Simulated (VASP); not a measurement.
Wanted: the native input for a VASP 6.6.1 run.

| Quantity | Value |
| --- | --- |
| Task | single point |
| Functional | PBE |
| Potentials or basis | VASP PAW PBE potentials, release 64 (Cd, S) |
| Cutoff | 520 eV |
| k mesh | 7 × 7 × 2 |
| Occupations | gaussian, width 0.05 eV |
| Spin | no spin polarisation |
| Dipole correction | no |
| Further INCAR settings | ALGO = Normal; EDIFF = 1e-07; NBANDS = 46 |

The structure of CdS lies in POSCAR:

```
CdS
1.0
   -2.0985806452     -3.6348483013      0.0000000000
    2.0985806452     -3.6348483013      0.0000000000
    0.5246451613     -3.9377523264     13.6554617430
Cd S
4 4
Direct
    0.2892382275      0.0627811639      0.9058282541
    0.4975715608      0.3961144973      0.4058282541
    0.2684048941      0.2294478306      0.1558282541
    0.0600715608     -0.1038855027      0.6558282541
    0.6274284392      0.6038855027      0.0941717459
    0.4190951059      0.2705521694      0.5941717459
    0.1899284392      0.1038855027      0.3441717459
   -0.0184048941     -0.2294478306      0.8441717459
```

These files were run (other wordings do the same):

INCAR

```
SYSTEM = CdS
  PREC = Accurate
  ENCUT = 520
  EDIFF = 1E-7
  ISMEAR = 0
  SIGMA = 0.05
  LREAL = .FALSE.
  LASPH = .TRUE.
  NELM = 80
  ALGO = Normal
  ISIF = 2
  LWAVE = .FALSE.
  LCHARG = .FALSE.
  GGA = PE
  NBANDS = 46
```

KPOINTS

```
Automatic mesh
0
G
  7 7 2
  0 0 0
```

Potentials or basis: VASP PAW PBE potentials, release 64 (Cd, S).

Launch:

```bash
$ cat potpaw_PBE.64/Cd/POTCAR potpaw_PBE.64/S/POTCAR > POTCAR
$ mpirun -np 1 vasp_std > vasp.out
```

It gave:

The pressure is -0.2 GPa, the largest force is 0.691 eV/Å and the band gap on the k mesh is 0.69 eV.

It took 5.6 min on 1 thread of Intel(R) Xeon(R) 6975P-C (Granite Rapids), on a shared host, peak memory 0.53 GiB.
